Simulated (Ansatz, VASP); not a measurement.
One calculation of MgO, two programs

INCAR

```
  ALGO = Normal
  EDIFF = 1E-7
  ENCUT = 520
  GGA = PE
  ISIF = 2
  ISMEAR = 0
  LASPH = True
  LCHARG = False
  LREAL = False
  LWAVE = False
  NBANDS = 11
  NELM = 60
  PREC = Accurate
  SIGMA = 0.05
```

Contents of KPOINTS:

```
k-points
0
Gamma
  16 16 16
```

The input POSCAR:

```
MgO
1.0
    0.0000000000      2.1085000000      2.1085000000
    2.1085000000      0.0000000000      2.1085000000
    2.1085000000      2.1085000000      0.0000000000
Mg O
1 1
Direct
    0.0000000000      0.0000000000      0.0000000000
    0.5000000000      0.5000000000      0.5000000000
```

Input for Ansatz:

```yaml
crystal:
  lattice:
    - [0.0, 2.1085, 2.1085]
    - [2.1085, 0.0, 2.1085]
    - [2.1085, 2.1085, 0.0]
  atoms:
    - { symbol: Mg, position: [0.0, 0.0, 0.0] }
    - { symbol: O, position: [0.5, 0.5, 0.5] }
basis:
  ecutwfc: 420
kpoints:
  mp_grid: { grid: [16, 16, 16] }
hamiltonian:
  xc: pbe
scf:
  occupations: { method: gaussian, width: 0.05 }
output:
  forces: true
  eigenvalues: true
  eigenstates:
    nscf_kmesh: { grid: [34, 34, 34] }
    top_band: c6
    de_dk: true
    localisation: true
  stress: true
checkpoint:
  write: ck
  compress: false
  write_wavefunctions: false
  write_every: 100000
```

Alike in both runs: task single point; functional PBE; k mesh 16 × 16 × 16; occupations gaussian, width 0.05 eV; no spin polarisation.

|  | VASP | Ansatz |
| --- | --- | --- |
| version | VASP 6.6.1 | Ansatz 0.2.0 |
| potentials or method | VASP PAW PBE potentials, release 64 (Mg, O), cutoff 520 eV | scalar-relativistic, plane waves, PAW |
| valence electrons in the cell | 8 | 16 |

Ansatz gave:

- gap on the k mesh at the Fermi level (eV): 4.71
- pressure (GPa): 4.1

Q: What did VASP give for the same quantities?

A: gap on the k mesh at the Fermi level (eV): 4.69; pressure (GPa): 3.4.

With one functional, cell and mesh, what is left measures potentials, basis and numerics. VASP's potentials hold 8 valence electrons a cell and Ansatz's 16, so a difference there can come from the potentials and not from the codes.
